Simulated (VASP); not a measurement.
# BaS (I4/mmm) in VASP: notebook

The runs below take BaS through single point, with r2SCAN.

Everything below comes from runs of VASP 6.6.1. Logs are shortened: lines on timing, memory, paths and dates and some standing lists are left out, and cuts for length are marked.

## Step 1: The cell of the first run

Symmetry: I4/mmm, No. 139, tetragonal system. The conventional cell has a = 4.453 Å, b = 4.453 Å, c = 6.474 Å, α = 90.00°, β = 90.00°, γ = 90.00°. Within 4.1 Å of Ba (site symmetry 4/mmm) lie 6 S at 3.15 to 3.24 Å. S (site symmetry 4/mmm) has 6 Ba at 3.15 to 3.24 Å within 4.1 Å.

## Step 2: Single point, r2SCAN (in-plane strain -0.02, then relaxed in part)

POSCAR reads:

```
BaS
1.0
    3.1484425252      3.1484425252      0.0000000000
   -3.1484425252      3.1484425252      0.0000000000
    0.0000000000      3.1484425252      3.2368766538
Ba S
1 1
Direct
    0.0000000000      0.0000000000      0.0000000000
    0.5000000000      0.5000000000      0.0000000000
```

INCAR.step1 reads:

```
SYSTEM = BaS
PREC = Accurate ; ENCUT = 520
ISMEAR = 0 ; SIGMA = 0.01
LREAL = .FALSE. ; LASPH = .TRUE.
NELM = 100 ; NBANDS = 15
GGA = PE ; ALGO = Normal
EDIFF = 1E-4 ; LWAVE = .TRUE.
LCHARG = .FALSE.
```

INCAR.step2 reads:

```
SYSTEM = BaS
PREC = Accurate ; ENCUT = 520
EDIFF = 1E-7 ; ISMEAR = 0
SIGMA = 0.01 ; LREAL = .FALSE.
LASPH = .TRUE. ; NELM = 100
ALGO = Normal ; ISIF = 2
LWAVE = .FALSE. ; LCHARG = .FALSE.
METAGGA = R2SCAN ; LMIXTAU = .TRUE.
NBANDS = 15 ; ISTART = 1
```

KPOINTS reads:

```
Automatic mesh
0
G
  6 6 6
  0 0 0
```

Potentials or basis: VASP PAW PBE potentials, release 64 (Ba_sv, S).

Command:

```sh
cat potpaw_PBE.64/Ba_sv/POTCAR potpaw_PBE.64/S/POTCAR > POTCAR
cp INCAR.step1 INCAR
mpirun -np 1 vasp_std > vasp.out
cp INCAR.step2 INCAR
mpirun -np 1 vasp_std > vasp.out
```

OUTCAR:

```text
SYSTEM = BaS
   PREC = Accurate
   ENCUT = 520
   EDIFF = 1E-7
   ISMEAR = 0
   LREAL = .FALSE.
   LASPH = .TRUE.
   NELM = 100
   ISIF = 2
   METAGGA = R2SCAN
   ISTART = 1

 ion  position               nearest neighbor table
   1  0.000  0.000  0.000-   2 3.15   2 3.15   2 3.15   2 3.15   2 3.24   2 3.24
   2  0.500  0.500  0.000-   1 3.15   1 3.15   1 3.15   1 3.15   1 3.24   1 3.24

  LATTYP: Found a body centered tetragonal cell.
 ALAT       =     4.4525701195
 C/A-ratio  =     1.4539362961

  Lattice vectors:

 A1 = (   3.1484425252,   0.0000000000,  -3.2368766538)
 A2 = (  -3.1484425252,   0.0000000000,  -3.2368766538)
 A3 = (   0.0000000000,   3.1484425252,   3.2368766538)

Analysis of symmetry for initial positions (statically):
=====================================================================
 Subroutine PRICEL returns:
 Original cell was already a primitive cell.

 Routine SETGRP: Setting up the symmetry group for a
 body centered tetragonal supercell.

 Subroutine GETGRP returns: Found 16 space group operations
 (whereof 16 operations were pure point group operations)
 out of a pool of 16 trial point group operations.

The static configuration has the point symmetry D_4h.

Analysis of symmetry for dynamics (positions and initial velocities):
=====================================================================
 Subroutine PRICEL returns:
 Original cell was already a primitive cell.

 Routine SETGRP: Setting up the symmetry group for a
 body centered tetragonal supercell.

 Subroutine GETGRP returns: Found 16 space group operations
 (whereof 16 operations were pure point group operations)
 out of a pool of 16 trial point group operations.

The dynamic configuration has the point symmetry D_4h.

 Subroutine INISYM returns: Found 16 space group operations
 (whereof 16 operations are pure point group operations),
 and found     1 'primitive' translations

----------------------------------------------------------------------------------------

                                     Primitive cell

  volume of cell :      64.1723

  direct lattice vectors                    reciprocal lattice vectors
     3.148442525  3.148442525  0.000000000     0.158808680  0.158808680 -0.154469896
    -3.148442525  3.148442525  0.000000000    -0.158808680  0.158808680 -0.154469896
     0.000000000  3.148442525  3.236876654     0.000000000  0.000000000  0.308939792

  length of vectors
     4.452570119  4.452570119  4.515535495     0.272582725  0.272582725  0.308939792

[... 85 lines left out ...]
   NFREE  =      0    steps in history (QN), initial steepest desc. (CG)
   ISIF   =      2    stress and relaxation
   ISYM   =      2    0-nonsym 1-usesym 2-fastsym
   POTIM  = 0.5000    time-step for ionic-motion
   TEBEG  =    0.0;   TEEND  =   0.0 temperature during run
   PSTRESS=    0.0 pullay stress
   NELECT =      16.0000    total number of electrons
   NUPDOWN=      -1.0000    fix difference up-down
   EMIN   =  10.00;   EMAX   =-10.00  energy-range for DOS
   EFERMI =   0.00;   METHOD = LEGACY
   ISMEAR =     0;   SIGMA  =   0.01  broadening in eV -4-tet -1-fermi 0-gaus
   EFERMI_NEDOS =   21; number of points for ismear=-14 and -15
   IALGO  =     38    algorithm
   IMIX   =      4    mixing-type and parameters
     AMIX     =   0.40;   BMIX     =  1.00
     AMIX_MAG =   1.60;   BMIX_MAG =  1.00
  volume/ion in A,a.u.               =      32.09       216.53
  Fermi-wavevector in a.u.,A,eV,Ry     =   1.030384  1.947143 14.445174  1.061690
  Thomas-Fermi vector in A             =   2.164479
   LORBIT       =      0    0 simple, 1 ext, 2 COOP (PROOUT), +10 PAW based schemes
   METAGGA = R2SCAN    functional components
   LHFCALC =     F    Hartree Fock is set to
   AEXX    =    0.0000 exact exchange contribution
   IVDW    =     0    specifies the selected vdW correction
   LEPSILON=     F    determine dielectric tensor
   LRPA    =     F    only Hartree local field effects (RPA)
 non-spin polarized calculation
 Gauss-broadening in eV      SIGMA  =   0.01
  energy-cutoff  :      520.00
  volume of cell :       64.17
 maximum number of plane-waves:      1752
 NGX is ok and might be reduce to    36
   NGX = 17   NGY = 17   NGZ = 17

 number of electron      16.0000000 magnetization

 Free energy of the ion-electron system (eV)
  ---------------------------------------------------
  ext. energy  EPLUGINS =         0.00000000
  ---------------------------------------------------
  free energy    TOTEN  =       -39.17687387 eV

  energy without entropy =      -39.17687387  energy(sigma->0) =      -39.17687387

 E-fermi :   1.3787     XC(G=0):  -9.1458

 val. band max:        1.3337594801   @ k =   0.0000   0.0000   0.0000
 cond. band min:       3.7298135423   @ k =   0.5000   0.5000   0.0000
 fundamental gap:      2.3960540622
 Fermi energy:         1.3787481173

 k-point     1 :       0.0000    0.0000    0.0000
  band No.  band energies     occupation
      1     -25.4607      2.00000
      2     -10.0946      2.00000
      3     -10.0929      2.00000
      4     -10.0929      2.00000
      5      -9.5233      2.00000
      6       1.2373      2.00000
      7       1.3338      2.00000
      8       1.3338      2.00000
      9       5.4784      0.00000
     10       5.5509      0.00000
     11       5.6763      0.00000
     12       5.6763      0.00000
     13       6.6363      0.00000
     14       6.7438      0.00000
[... 401 lines left out ...]
      2     -11.0253      2.00000
      3     -10.3759      2.00000
      4     -10.2796      2.00000
      5      -8.5671      2.00000
      6      -0.0188      2.00000
      7       0.5563      2.00000
      8       0.6674      2.00000
      9       6.2702      0.00000
     10       6.3802      0.00000
     11       8.5722      0.00000
     12       8.8795      0.00000
     13       9.3967      0.00000
     14      11.3190      0.00000
     15      11.9124      0.00000

 [... further k-points ...]
[... 5 lines left out ...]
  --------------------------------------------------------------------------------------
  -------------------------------------------------------------------------------------
  Total        1.2879695      1.2879695      0.1884603      0.0000000     -0.0000000      0.0000000
  in kB       32.1564779     32.1564779      4.7052514      0.0000000     -0.0000000      0.0000000
  external PRESSURE =      23.0060691 kB  Pullay stress =       0.0000000 kB

 VOLUME and BASIS-vectors are now :
 -----------------------------------------------------------------------------
  energy-cutoff  :      520.00
  volume of cell :       64.17
      direct lattice vectors                 reciprocal lattice vectors
     3.148442525  3.148442525  0.000000000     0.158808680  0.158808680 -0.154469896
    -3.148442525  3.148442525  0.000000000    -0.158808680  0.158808680 -0.154469896
     0.000000000  3.148442525  3.236876654     0.000000000  0.000000000  0.308939792

 POSITION                                       TOTAL-FORCE (eV/Angst)
 -----------------------------------------------------------------------------------
      0.00000      0.00000      0.00000        -0.000000     -0.000000      0.000000
      0.00000      3.14844      0.00000         0.000000      0.000000      0.000000
 -----------------------------------------------------------------------------------
    total drift:                               -0.000000      0.000000     -0.000000

  FREE ENERGIE OF THE ION-ELECTRON SYSTEM (eV)
  ---------------------------------------------------
  free  energy   TOTEN  =       -39.1768738685 eV

  energy  without entropy=      -39.1768738685  energy(sigma->0) =      -39.17687387
```

OSZICAR.step1:

```text
N       E                     dE             d eps       ncg     rms          rms(c)
DAV:   1     0.826959045651E+02    0.82696E+02   -0.68730E+03   900   0.931E+02
DAV:   2    -0.587984869984E+01   -0.88576E+02   -0.79447E+02  1245   0.168E+02
DAV:   3    -0.105549971605E+02   -0.46751E+01   -0.46422E+01  1204   0.410E+01
DAV:   4    -0.106419260915E+02   -0.86929E-01   -0.86918E-01  1137   0.586E+00
DAV:   5    -0.106439208720E+02   -0.19948E-02   -0.19948E-02  1246   0.733E-01    0.493E+00
DAV:   6    -0.101483456675E+02    0.49558E+00   -0.67431E-01  1026   0.494E+00    0.339E+00
DAV:   7    -0.101492496524E+02   -0.90398E-03   -0.18700E-01  1167   0.243E+00    0.214E+00
DAV:   8    -0.101627432708E+02   -0.13494E-01   -0.24408E-02   991   0.114E+00    0.203E-01
DAV:   9    -0.101631066807E+02   -0.36341E-03   -0.32522E-03  1145   0.413E-01    0.138E-01
DAV:  10    -0.101639345107E+02   -0.82783E-03   -0.95497E-04   942   0.211E-01    0.370E-02
DAV:  11    -0.101640126508E+02   -0.78140E-04   -0.10651E-04  1060   0.633E-02
   1 F= -.10164013E+02 E0= -.10164013E+02  d E =-.621786E-21
```

Run time: 2 min. Hardware: 1 thread of AMD EPYC 9R45 (Zen 5), shared host; peak memory 0.19 GiB.

Results:

| Property | Result |
| --- | --- |
| Free energy | -39.1769 eV |
| Pressure | 2.3 GPa |
| Band gap on the k mesh | 2.40 eV (least direct gap 2.52 eV) |

Caveat: the cell differs from its parent crystal (in-plane strain -0.02, then relaxed in part); the PAW data sets were made with another functional, which shifts forces and pressure a little; spin-orbit coupling is left out, which moves the levels of the heavy elements. A k mesh can miss the band edges.

## Step 3: Single point, r2SCAN (in-plane strain -0.02)

POSCAR, as its differences from that of step 2:

```diff
@@ -4,3 +4,3 @@
    -3.1484425252      3.1484425252      0.0000000000
-    0.0000000000      3.1484425252      3.2368766538
+    0.0000000000      3.1484425252      3.2512488117
 Ba S
```

INCAR.step1 reads:

```
  ALGO = Normal
  EDIFF = 1E-4
  ENCUT = 520
  GGA = PE
  ISMEAR = 0
  LASPH = True
  LCHARG = False
  LREAL = False
  LWAVE = True
  NBANDS = 15
  NELM = 80
  PREC = Accurate
  SIGMA = 0.01
```

INCAR.step2 reads:

```
  ALGO = Normal
  EDIFF = 1E-6
  ENCUT = 520
  ISIF = 2
  ISMEAR = 0
  ISTART = 1
  LASPH = True
  LCHARG = False
  LMIXTAU = True
  LREAL = False
  LWAVE = False
  METAGGA = R2SCAN
  NBANDS = 15
  NELM = 80
  PREC = Accurate
  SIGMA = 0.01
```

KPOINTS reads:

```
k-points
0
Gamma
  6 6 6
```

Potentials or basis: VASP PAW PBE potentials, release 64 (Ba_sv, S).

Command:

```sh
cat potpaw_PBE.64/Ba_sv/POTCAR potpaw_PBE.64/S/POTCAR > POTCAR
cp INCAR.step1 INCAR
mpirun -np 1 vasp_std > vasp.out
cp INCAR.step2 INCAR
mpirun -np 1 vasp_std > vasp.out
```

Wall time 1.7 min (1 thread of AMD EPYC 9R45 (Zen 5), shared host); peak memory 0.19 GiB.

The run converged. Its results:

```yaml
Free_energy: -39.1774 eV
Pressure: 2.1 GPa
Band_gap_on_the_k_mesh: 2.40 eV (least direct gap 2.52 eV)
```

Stress tensor (GPa, compression positive):
```
3.13 0.00 0.00
0.00 3.13 0.00
0.00 0.00 0.03
```

Levels at points of the mesh, in eV from the valence-band top:
| k point | band 5 | band 6 | band 7 | band 8 | band 9 | band 10 | band 11 | band 12 |
| --- | --- | --- | --- | --- | --- | --- | --- | --- |
| (0.00, 0.00, 0.00) | -10.86 | -0.11 | 0.00 | 0.00 | 4.12 | 4.17 | 4.35 | 4.35 |
| (0.50, 0.00, 0.00) | -9.44 | -1.98 | -1.16 | -1.14 | 6.04 | 6.13 | 6.83 | 6.91 |
| (0.50, 0.50, 0.00) | -10.77 | -0.49 | -0.25 | -0.12 | 2.40 | 6.43 | 6.87 | 7.88 |
| (0.00, 0.00, 0.50) | -10.77 | -0.66 | -0.12 | -0.12 | 2.42 | 6.46 | 6.76 | 8.08 |

Caveat: the cell differs from its parent crystal (in-plane strain -0.02); the PAW data sets were made with another functional, which shifts forces and pressure a little; spin-orbit coupling is left out, which moves the levels of the heavy elements.

## Step 4: Single point, r2SCAN (in-plane strain -0.01, then relaxed in part)

POSCAR reads:

```
BaS
1.0
    3.1805694898      3.1805694898      0.0000000000
   -3.1805694898      3.1805694898      0.0000000000
    0.0000000000      3.1805694898      3.2244441964
Ba S
1 1
Direct
    0.0000000000      0.0000000000      0.0000000000
    0.5000000000      0.5000000000      0.0000000000
```

INCAR.step1 reads:

```
SYSTEM = BaS
  PREC = Accurate
  ENCUT = 520
  ISMEAR = 0
  SIGMA = 0.01
  LREAL = .FALSE.
  LASPH = .TRUE.
  NELM = 60
  NBANDS = 15
  GGA = PE
  ALGO = Normal
  EDIFF = 1E-4
  LWAVE = .TRUE.
  LCHARG = .FALSE.
```

INCAR.step2 reads:

```
SYSTEM = BaS
  PREC = Accurate
  ENCUT = 520
  EDIFF = 1E-6
  ISMEAR = 0
  SIGMA = 0.01
  LREAL = .FALSE.
  LASPH = .TRUE.
  NELM = 60
  ALGO = Normal
  ISIF = 2
  LWAVE = .FALSE.
  LCHARG = .TRUE.
  METAGGA = R2SCAN
  LMIXTAU = .TRUE.
  LELF = .TRUE.
  LVHAR = .TRUE.
  NBANDS = 15
  ISTART = 1
```

KPOINTS reads:

```
regular mesh
0
G
  6 6 6
  0 0 0
```

Command:

```sh
cat potpaw_PBE.64/Ba_sv/POTCAR potpaw_PBE.64/S/POTCAR > POTCAR
cp INCAR.step1 INCAR
mpirun -np 1 vasp_std > vasp.out
cp INCAR.step2 INCAR
mpirun -np 1 vasp_std > vasp.out
```

Run time: 89 s. Hardware: 1 thread of AMD EPYC 9R45 (Zen 5), shared host; peak memory 0.19 GiB.

It converged, with:

```
Free energy            : -39.1966 eV
Pressure               : 1.4 GPa
Band gap on the k mesh : 2.45 eV (least direct gap 2.58 eV)
```

Stress tensor (GPa, compression positive):
```
1.80 0.00 0.00
0.00 1.80 0.00
0.00 0.00 0.52
```

Levels at points of the mesh, in eV from the valence-band top:
```csv
k point,band 4,band 5,band 6,band 7,band 8,band 9,band 10,band 11,band 12,band 13
"(0.00, 0.00, 0.00)",-11.46,-10.81,-0.05,0.00,0.00,4.19,4.23,4.32,4.32,5.30
"(0.50, 0.00, 0.00)",-11.49,-9.47,-1.93,-1.10,-1.09,6.02,6.12,6.82,6.85,9.50
"(0.50, 0.50, 0.00)",-11.65,-10.73,-0.52,-0.19,-0.13,2.45,6.48,6.73,7.95,8.08
"(0.00, 0.00, 0.50)",-11.65,-10.73,-0.59,-0.13,-0.13,2.46,6.48,6.70,8.03,8.03
```

Caveat: the cell differs from its parent crystal (in-plane strain -0.01, then relaxed in part); the PAW data sets were made with another functional, which shifts forces and pressure a little; spin-orbit coupling is left out, which moves the levels of the heavy elements. A k mesh can miss the band edges.

## Step 5: The runs side by side

```tsv
cell	gap on the mesh (eV)	pressure (GPa)
a = 4.453, b = 4.453, c = 4.516 Å, angles 60.5, 60.5, 90.0°, 2 atoms	2.40	2.3
a = 4.453, b = 4.453, c = 4.526 Å, angles 60.5, 60.5, 90.0°, 2 atoms	2.40	2.1
a = 4.498, b = 4.498, c = 4.529 Å, angles 60.2, 60.2, 90.0°, 2 atoms	2.45	1.4
```

Alike in all rows: task single point; level r2SCAN; potentials or basis VASP PAW PBE potentials, release 64 (Ba_sv, S); no spin polarisation; k mesh 6 × 6 × 6; cutoff (eV) 520; smearing gaussian 0.01 eV.

Caveats: the PAW data sets were made with another functional, which shifts forces and pressure a little; spin-orbit coupling is left out, which moves the levels of the heavy elements.

Total energies depend on the potentials used, so only differences within one code and one set of settings carry meaning.
